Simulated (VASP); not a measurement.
# CdSe (F-43m) in VASP: further runs, part 2 of 2

VASP 6.6.1.

## (4) Single point, PBE (volume scaled by 1.02)

INCAR reads:

```
SYSTEM = CdSe
PREC     = Accurate       ! precision mode
ENCUT    = 520            ! plane-wave cutoff, eV
EDIFF    = 1E-6           ! SCF threshold, eV
ISMEAR   = -1             ! smearing method
SIGMA    = 0.03           ! smearing width, eV
LREAL    = .False.        ! projectors in reciprocal space
LASPH    = .True.         ! aspherical terms in the spheres
NELM     = 60             ! most SCF steps
ALGO     = Normal         ! electronic algorithm
ISIF     = 2              ! what is computed and relaxed
LWAVE    = .False.        ! write WAVECAR
LCHARG   = .False.        ! write CHGCAR
GGA      = PE             ! functional
NBANDS   = 16             ! bands
```

KPOINTS reads:

```
regular mesh
0
Gamma
  8 8 8
  0 0 0
```

POSCAR reads:

```
CdSe
1.0
    0.0000000000      3.0906047130      3.0906047130
    3.0906047130      0.0000000000      3.0906047130
    3.0906047130      3.0906047130      0.0000000000
Cd Se
1 1
Direct
    0.0000000000      0.0000000000      0.0000000000
    0.2500000000      0.2500000000      0.2500000000
```

Potentials or basis: VASP PAW PBE potentials, release 64 (Cd, Se).

On the command line:

```bash
> cat potpaw_PBE.64/Cd/POTCAR potpaw_PBE.64/Se/POTCAR > POTCAR
> mpirun -np 1 vasp_std > vasp.out
```

OUTCAR:

```text
SYSTEM = CdSe
   PREC = Accurate
   ENCUT = 520
   EDIFF = 1E-6
   ISMEAR = -1
   LREAL = .False.
   LASPH = .True.
   NELM = 60
   ISIF = 2
   GGA = PE

 ion  position               nearest neighbor table
   1  0.000  0.000  0.000-   2 2.68   2 2.68   2 2.68   2 2.68
   2  0.250  0.250  0.250-   1 2.68   1 2.68   1 2.68   1 2.68

  LATTYP: Found a face centered cubic cell.
 ALAT       =     6.1812094260

  Lattice vectors:

 A1 = (   0.0000000000,   3.0906047130,   3.0906047130)
[... 625 lines left out ...]
      3      -7.0790      2.00000
      4      -6.9051      2.00000
      5      -6.8748      2.00000
      6      -6.5536      2.00000
[... 8 lines left out ...]
     15      12.1076      0.00000
     16      13.0316      0.00000

 [... further k-points ...]
[... 5 lines left out ...]
  --------------------------------------------------------------------------------------
  -------------------------------------------------------------------------------------
  Total        0.2150300      0.2150300      0.2150300      0.0000000     -0.0000000      0.0000000
  in kB        5.8351137      5.8351137      5.8351137      0.0000000     -0.0000000      0.0000000
  external PRESSURE =       5.8351137 kB  Pullay stress =       0.0000000 kB

 VOLUME and BASIS-vectors are now :
 -----------------------------------------------------------------------------
  energy-cutoff  :      520.00
  volume of cell :       59.04
      direct lattice vectors                 reciprocal lattice vectors
     0.000000000  3.090604713  3.090604713    -0.161780637  0.161780637  0.161780637
     3.090604713  0.000000000  3.090604713     0.161780637 -0.161780637  0.161780637
     3.090604713  3.090604713  0.000000000     0.161780637  0.161780637 -0.161780637

 POSITION                                       TOTAL-FORCE (eV/Angst)
 -----------------------------------------------------------------------------------
      0.00000      0.00000      0.00000         0.000000      0.000000      0.000000
      1.54530      1.54530      1.54530        -0.000000     -0.000000     -0.000000
 -----------------------------------------------------------------------------------
    total drift:                               -0.000000     -0.000000     -0.000000

  FREE ENERGIE OF THE ION-ELECTRON SYSTEM (eV)
  ---------------------------------------------------
  free  energy   TOTEN  =        -5.4981632192 eV

  energy  without entropy=       -5.4981623374  energy(sigma->0) =       -5.49816278
```

OSZICAR:

```text
N       E                     dE             d eps       ncg     rms          rms(c)
DAV:   1     0.106453934137E+03    0.10645E+03   -0.87603E+03   936   0.100E+03
DAV:   2    -0.168455111063E+01   -0.10814E+03   -0.10199E+03  1104   0.245E+02
DAV:   3    -0.586255705768E+01   -0.41780E+01   -0.41707E+01  1128   0.502E+01
DAV:   4    -0.588108321807E+01   -0.18526E-01   -0.18525E-01  1160   0.333E+00
DAV:   5    -0.588120030231E+01   -0.11708E-03   -0.11708E-03  1152   0.231E-01    0.562E+00
DAV:   6    -0.551777747810E+01    0.36342E+00   -0.55749E-01  1376   0.856E+00    0.452E+00
DAV:   7    -0.549692109364E+01    0.20856E-01   -0.13695E-01  1080   0.245E+00    0.199E+00
DAV:   8    -0.549782948528E+01   -0.90839E-03   -0.12450E-02  1032   0.133E+00    0.240E-01
DAV:   9    -0.549804220724E+01   -0.21272E-03   -0.13613E-03  1120   0.457E-01    0.477E-02
DAV:  10    -0.549811208731E+01   -0.69880E-04   -0.15115E-04  1168   0.149E-01    0.443E-02
DAV:  11    -0.549816347642E+01   -0.51389E-04   -0.83886E-05  1144   0.573E-02    0.172E-02
DAV:  12    -0.549816321923E+01    0.25719E-06   -0.16123E-06   992   0.142E-02
   1 F= -.54981632E+01 E0= -.54981628E+01  d E =-.881842E-06
```

stdout:

```text
POSCAR found type information on POSCAR CdSe
 POSCAR found :  2 types and       2 ions
 scaLAPACK will be used
 LDA part: xc-table for (Slater+PW92), standard interpolation
 POSCAR, INCAR and KPOINTS ok, starting setup
 FFT: planning ... GRIDC
 FFT: planning ... GRID_SOFT
 FFT: planning ... GRID
 WAVECAR not read
 entering main loop
```

It took 11 s on 1 thread of Intel Xeon 6975P-C (Granite Rapids), shared host; peak memory 0.21 GiB.

Results:

```yaml
Free_energy: -5.4982 eV
Pressure: 0.6 GPa
Band_gap_on_the_k_mesh: 0.51 eV, direct
```

## (5) Single point, PBE (volume scaled by 1.06)

INCAR reads:

```
ALGO = Normal
EDIFF = 1E-7
ENCUT = 520
GGA = PE
ISIF = 2
ISMEAR = -1
LASPH = T
LCHARG = F
LREAL = F
LWAVE = F
NBANDS = 16
NELM = 80
PREC = Accurate
SIGMA = 0.03
```

KPOINTS reads:

```
k-points
0
Gamma
  8 8 8
```

POSCAR reads:

```
CdSe
1.0
    0.0000000000      3.1304878824      3.1304878824
    3.1304878824      0.0000000000      3.1304878824
    3.1304878824      3.1304878824      0.0000000000
Cd Se
1 1
Direct
    0.0000000000      0.0000000000      0.0000000000
    0.2500000000      0.2500000000      0.2500000000
```

On the command line:

```bash
> cat potpaw_PBE.64/Cd/POTCAR potpaw_PBE.64/Se/POTCAR > POTCAR
> mpirun -np 1 vasp_std > vasp.out
```

It took 14 s on 1 thread of Intel Xeon 6975P-C (Granite Rapids), shared host; peak memory 0.2 GiB.

It converged, with:

```
Free energy            : -5.4941 eV
Pressure               : -1.1 GPa
Band gap on the k mesh : 0.43 eV, direct
```

Levels at points of the mesh, in eV from the valence-band top:
```tsv
k point	band 7	band 8	band 9	band 10	band 11	band 12
(0.00, 0.00, 0.00)	0.00	0.00	0.00	0.43	5.92	5.92
(0.50, 0.00, 0.00)	-3.91	-0.63	-0.63	2.27	6.41	6.41
(0.50, 0.50, 0.00)	-3.70	-1.58	-1.58	3.29	3.65	8.73
```

## (6) Overview

```tsv
cell	gap on the mesh (eV)	pressure (GPa)
a = 4.399 Å, angles 60.0°, 2 atoms	0.47	-0.3
a = 4.371 Å, angles 60.0°, 2 atoms	0.51	0.6
a = 4.427 Å, angles 60.0°, 2 atoms	0.43	-1.1
```

Alike in all rows: task single point; level PBE; potentials or basis VASP PAW PBE potentials, release 64 (Cd, Se); no spin polarisation; k mesh 8 × 8 × 8; cutoff (eV) 520; smearing fermi-dirac 0.03 eV.

Total energies depend on the potentials used, so only differences within one code and one set of settings carry meaning.
